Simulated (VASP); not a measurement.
# CdAg (Pm-3m) in VASP: further runs

Runs on CdAg. Level: LDA. Tasks: single point, relaxation of cell and atoms.

Everything below comes from runs of VASP 6.6.1. Logs are shortened: lines on timing, memory, paths and dates and some standing lists are left out, and cuts for length are marked.

## (1) The cell of the first run

The structure is cubic, space group Pm-3m (No. 221). Conventional cell: a = 3.265 Å, b = 3.265 Å, c = 3.265 Å, α = 90.00°, β = 90.00°, γ = 90.00°. Within 3.7 Å of Cd (site symmetry m-3m) lie 8 Ag at 2.83 Å and 6 Cd at 3.26 Å. Ag (site symmetry m-3m) has 8 Cd at 2.83 Å and 6 Ag at 3.26 Å within 3.7 Å.

## (2) Single point, LDA

The input, INCAR:

```
SYSTEM = CdAg
ALGO = Normal
EDIFF = 1E-6
ENCUT = 520
GGA = CA
ISIF = 2
ISMEAR = -1
LASPH = .True.
LCHARG = .False.
LREAL = .False.
LWAVE = .False.
NBANDS = 18
NELM = 80
PREC = Accurate
SIGMA = 0.15
```

The input, KPOINTS:

```
k-points
0
Gamma
  12 12 12
  0 0 0
```

The input, POSCAR:

```
CdAg
1.0
    3.2645240347      0.0000000000      0.0000000000
    0.0000000000      3.2645240347      0.0000000000
    0.0000000000      0.0000000000      3.2645240347
Cd Ag
1 1
Direct
    0.5000000000      0.5000000000      0.5000000000
    0.0000000000      0.0000000000      0.0000000000
```

Potentials or basis: VASP PAW LDA potentials, release 64 (Cd, Ag).

Launch:

```bash
cat potpaw_LDA.64/Cd/POTCAR potpaw_LDA.64/Ag/POTCAR > POTCAR
mpirun -np 1 vasp_std > vasp.out
```

OUTCAR:

```text
SYSTEM = CdAg
   EDIFF = 1E-6
   ENCUT = 520
   GGA = CA
   ISIF = 2
   ISMEAR = -1
   LASPH = .True.
   LREAL = .False.
   NELM = 80
   PREC = Accurate

 ion  position               nearest neighbor table
   1  0.500  0.500  0.500-   2 2.83   2 2.83   2 2.83   2 2.83   2 2.83   2 2.83   2 2.83   2 2.83

   2  0.000  0.000  0.000-   1 2.83   1 2.83   1 2.83   1 2.83   1 2.83   1 2.83   1 2.83   1 2.83

  LATTYP: Found a simple cubic cell.
 ALAT       =     3.2645240347

  Lattice vectors:

 A1 = (   3.2645240347,   0.0000000000,   0.0000000000)
 A2 = (   0.0000000000,   3.2645240347,   0.0000000000)
 A3 = (   0.0000000000,   0.0000000000,   3.2645240347)

Analysis of symmetry for initial positions (statically):
=====================================================================
 Subroutine PRICEL returns:
 Original cell was already a primitive cell.

 Routine SETGRP: Setting up the symmetry group for a
 simple cubic supercell.

 Subroutine GETGRP returns: Found 48 space group operations
 (whereof 48 operations were pure point group operations)
 out of a pool of 48 trial point group operations.

The static configuration has the point symmetry O_h .

Analysis of symmetry for dynamics (positions and initial velocities):
=====================================================================
 Subroutine PRICEL returns:
 Original cell was already a primitive cell.

 Routine SETGRP: Setting up the symmetry group for a
 simple cubic supercell.

 Subroutine GETGRP returns: Found 48 space group operations
 (whereof 48 operations were pure point group operations)
 out of a pool of 48 trial point group operations.

The dynamic configuration has the point symmetry O_h .

 Subroutine INISYM returns: Found 48 space group operations
 (whereof 48 operations are pure point group operations),
 and found     1 'primitive' translations

----------------------------------------------------------------------------------------

                                     Primitive cell

  volume of cell :      34.7904

  direct lattice vectors                    reciprocal lattice vectors
     3.264524035  0.000000000  0.000000000     0.306323369  0.000000000  0.000000000
     0.000000000  3.264524035  0.000000000     0.000000000  0.306323369  0.000000000
     0.000000000  0.000000000  3.264524035     0.000000000  0.000000000  0.306323369

  length of vectors
     3.264524035  3.264524035  3.264524035     0.306323369  0.306323369  0.306323369

[... 77 lines left out ...]
   LASPH  =      T    aspherical Exc in radial PAW
   ENCUT  =  520.0 eV  38.22 Ry    6.18 a.u.   6.07  6.07  6.07*2*pi/ulx,y,z
   NELM   =     80;   NELMIN=  2; NELMDL= -5     # of ELM steps
   EDIFF  = 0.1E-05   stopping-criterion for ELM
   LREAL  =      F    real-space projection
   EDIFFG = 0.1E-04   stopping-criterion for IOM
   NSW    =      0    number of steps for IOM
   IBRION =     -1    ionic relax: 0-MD 1-quasi-New 2-CG
   NFREE  =      0    steps in history (QN), initial steepest desc. (CG)
   ISIF   =      2    stress and relaxation
   ISYM   =      2    0-nonsym 1-usesym 2-fastsym
   POTIM  = 0.5000    time-step for ionic-motion
   TEBEG  =    0.0;   TEEND  =   0.0 temperature during run
   PSTRESS=    0.0 pullay stress
   NELECT =      23.0000    total number of electrons
   NUPDOWN=      -1.0000    fix difference up-down
   EMIN   =  10.00;   EMAX   =-10.00  energy-range for DOS
   EFERMI =   0.00;   METHOD = LEGACY
   ISMEAR =    -1;   SIGMA  =   0.15  broadening in eV -4-tet -1-fermi 0-gaus
   EFERMI_NEDOS =   21; number of points for ismear=-14 and -15
   IALGO  =     38    algorithm
   IMIX   =      4    mixing-type and parameters
     AMIX     =   0.40;   BMIX     =  1.00
     AMIX_MAG =   1.60;   BMIX_MAG =  1.00
  volume/ion in A,a.u.               =      17.40       117.39
  Fermi-wavevector in a.u.,A,eV,Ry     =   1.426147  2.695027 27.672818  2.033895
  Thomas-Fermi vector in A             =   2.546455
   LORBIT       =      0    0 simple, 1 ext, 2 COOP (PROOUT), +10 PAW based schemes
   GGA     = CA    functional components
   LHFCALC =     F    Hartree Fock is set to
   AEXX    =    0.0000 exact exchange contribution
   IVDW    =     0    specifies the selected vdW correction
   LEPSILON=     F    determine dielectric tensor
   LRPA    =     F    only Hartree local field effects (RPA)
 non-spin polarized calculation
  energy-cutoff  :      520.00
  volume of cell :       34.79
 maximum number of plane-waves:       968
   NGX = 13   NGY = 13   NGZ = 13

 number of electron      22.9999992 magnetization

 Free energy of the ion-electron system (eV)
  ---------------------------------------------------
  ext. energy  EPLUGINS =         0.00000000
  ---------------------------------------------------
  free energy    TOTEN  =        -5.47116680 eV

  energy without entropy =       -5.43297842  energy(sigma->0) =       -5.45207261

 E-fermi :   6.2637     XC(G=0): -12.5306

 val. band max:        6.2498409878   @ k =   0.5000   0.3333   0.3333
 cond. band min:       6.2998931521   @ k =   0.3333   0.3333   0.0000
 fundamental gap:      0.0500521643
 Fermi energy:         6.2637030493

 k-point     1 :       0.0000    0.0000    0.0000
  band No.  band energies     occupation
      1      -3.3789      2.00000
      2      -3.3789      2.00000
      3      -3.0401      2.00000
      4      -2.5498      2.00000
      5      -2.5498      2.00000
      6      -2.5498      2.00000
[... 481 lines left out ...]
      5      -2.3228      2.00000
      6       0.0816      2.00000
[... 10 lines left out ...]
     17      18.9316      0.00000
     18      19.5425      0.00000

 [... further k-points ...]

------------------------ aborting loop because EDIFF is reached ----------------------------------------

  FORCE on cell =-STRESS in cart. coord.  units (eV):
  Direction    XX          YY          ZZ          XY          YZ          ZX
  --------------------------------------------------------------------------------------
  -------------------------------------------------------------------------------------
  Total        0.1741502      0.1741502      0.1741502     -0.0000000     -0.0000000     -0.0000000
  in kB        8.0200129      8.0200129      8.0200129     -0.0000000     -0.0000000     -0.0000000
  external PRESSURE =       8.0200129 kB  Pullay stress =       0.0000000 kB

 VOLUME and BASIS-vectors are now :
 -----------------------------------------------------------------------------
  energy-cutoff  :      520.00
  volume of cell :       34.79
      direct lattice vectors                 reciprocal lattice vectors
     3.264524035  0.000000000  0.000000000     0.306323369  0.000000000  0.000000000
     0.000000000  3.264524035  0.000000000     0.000000000  0.306323369  0.000000000
     0.000000000  0.000000000  3.264524035     0.000000000  0.000000000  0.306323369

 POSITION                                       TOTAL-FORCE (eV/Angst)
 -----------------------------------------------------------------------------------
      1.63226      1.63226      1.63226         0.000000      0.000000      0.000000
      0.00000      0.00000      0.00000         0.000000      0.000000      0.000000
 -----------------------------------------------------------------------------------
    total drift:                                0.000000      0.000000     -0.000000

  FREE ENERGIE OF THE ION-ELECTRON SYSTEM (eV)
  ---------------------------------------------------
  free  energy   TOTEN  =        -5.4711668034 eV

  energy  without entropy=       -5.4329784164  energy(sigma->0) =       -5.45207261
```

Run time: 37 s. Hardware: 1 thread of AMD EPYC 7R43 (Zen 3), shared host; peak memory 0.13 GiB.

Results:

```
Free energy : -5.4712 eV
Pressure    : 0.8 GPa
```

Levels at points of the mesh, in eV from the Fermi level:
| k point | band 8 | band 9 | band 10 | band 11 | band 12 | band 13 | band 14 | band 15 | band 16 | band 17 |
| --- | --- | --- | --- | --- | --- | --- | --- | --- | --- | --- |
| (0.00, 0.00, 0.00) | -5.38 | -4.41 | -4.41 | -4.41 | 5.11 | 5.11 | 5.11 | 10.26 | 11.36 | 11.36 |
| (0.50, 0.00, 0.00) | -5.18 | -5.18 | -4.90 | -4.62 | -2.94 | 10.78 | 10.78 | 11.13 | 11.13 | 11.81 |
| (0.50, 0.50, 0.00) | -4.49 | -4.49 | -4.15 | -1.65 | -1.65 | 1.66 | 2.07 | 11.64 | 12.09 | 12.09 |
| (0.50, 0.50, 0.50) | -6.08 | -4.12 | -4.12 | 2.55 | 4.32 | 4.32 | 4.32 | 4.52 | 4.52 | 4.52 |

## (3) Relaxation of cell and atoms, LDA

The input, INCAR:

```
SYSTEM = CdAg
PREC = Accurate ; ENCUT = 600
EDIFF = 1E-6 ; ISMEAR = -1
SIGMA = 0.15 ; LREAL = .False.
LASPH = .True. ; NELM = 100
ALGO = Normal ; ISIF = 3
LWAVE = .False. ; LCHARG = .False.
GGA = CA ; IBRION = 2
NSW = 80 ; EDIFFG = -0.001
```

The input, KPOINTS:

```
regular mesh
0
Gamma
  12 12 12
  0 0 0
```

POSCAR is that of step 2.

Potentials or basis: VASP PAW LDA potentials, release 64 (Cd, Ag).

Launch:

```bash
cat potpaw_LDA.64/Cd/POTCAR potpaw_LDA.64/Ag/POTCAR > POTCAR
mpirun -np 1 vasp_std > vasp.out
```

Run time: 1.7 min. Hardware: 1 thread of AMD EPYC 7R43 (Zen 3), shared host; peak memory 0.15 GiB.

It converged, with:

```
Free energy                            : -5.4711 eV
Relaxed volume                         : 17.51 Å³/atom
Relaxed cell                           : a = 3.272 Å, b = 3.272 Å, c = 3.272 Å, α = 90.00°, β = 90.00°, γ = 90.00°
Space group after relaxing (to 0.05 Å) : Pm-3m (No. 221)
Energy gained by relaxing              : 0.3 meV/atom
Ionic steps                            : 3
Pressure after relaxing                : 0.0 GPa
```

Step by step:
| step | energy change (eV) | largest force (eV/Å) | pressure (GPa) | volume (Å³) |
| --- | --- | --- | --- | --- |
| 1 | 0.0000 | 0.0000 | 0.72 | 34.79 |
| 2 | -0.0002 | 0.0000 | -0.59 | 35.19 |
| 3 | -0.0005 | 0.0000 | 0.00 | 35.02 |

Final structure:
```yaml
crystal:
  lattice:
    - [3.27160, 0.00000, 0.00000]
    - [0.00000, 3.27160, 0.00000]
    - [0.00000, 0.00000, 3.27160]
  atoms:
    - { symbol: Cd, position: [0.50000, 0.50000, 0.50000] }
    - { symbol: Ag, position: [0.00000, 0.00000, 0.00000] }
```

Levels at points of the mesh, in eV from the Fermi level:
```csv
k point,band 8,band 9,band 10,band 11,band 12,band 13,band 14,band 15
"(0.00, 0.00, 0.00)",-5.35,-4.39,-4.39,-4.39,5.09,5.09,5.09,10.17
"(0.50, 0.00, 0.00)",-5.16,-5.16,-4.88,-4.60,-2.93,10.73,10.73,11.08
"(0.50, 0.50, 0.00)",-4.48,-4.48,-4.14,-1.63,-1.63,1.63,2.05,11.59
"(0.50, 0.50, 0.50)",-6.05,-4.11,-4.11,2.52,4.30,4.30,4.30,4.50
```
